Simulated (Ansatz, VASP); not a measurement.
## Two plane-wave programs on BeSe5

```
Be Se
1.0
     6.40272    0.00000    0.00000
    -3.20136    5.54492    0.00000
     0.00000    0.00000    3.43951
Be Se
1 5
Direct
  0.00000 0.00000 0.50000
  0.33333 0.66667 0.50000
  0.00000 0.73015 0.00000
  0.73015 0.00000 0.00000
  0.26985 0.26985 0.00000
  0.66667 0.33333 0.50000
```

Change from the starting cell: species swapped into the La5Mg type (P-62m, No. 189).

Alike in both runs: functional PBE; k mesh 3 × 3 × 4; occupations gaussian, width 0.1 eV; no spin polarisation.

Ansatz relaxed the structure, and its values are those at the end. VASP's run is a single point on that final structure, the one shown.

|  | VASP | Ansatz |
| --- | --- | --- |
| version | VASP 6.6.1 | Ansatz 0.2.0 |
| potentials or method | VASP PAW PBE potentials, release 64 (Be, Se), cutoff 520 eV | scalar-relativistic, plane waves, PAW |
| valence electrons in the cell | 32 | 82 |

```tsv
	VASP	Ansatz	Ansatz less VASP
gap on the k mesh at the Fermi level (eV)	none	none	-
pressure (GPa)	-0.1	-0.1	-0.03
rms of the force components (eV/Å)	0.007	0.009	+0.0017
```

A gap of «none» marks a metal or a gap that the smearing closes. VASP's potentials hold 32 valence electrons a cell and Ansatz's 82, so a difference there can come from the potentials and not from the codes.

The k mesh is coarse, so the values compare programs but aren't converged.
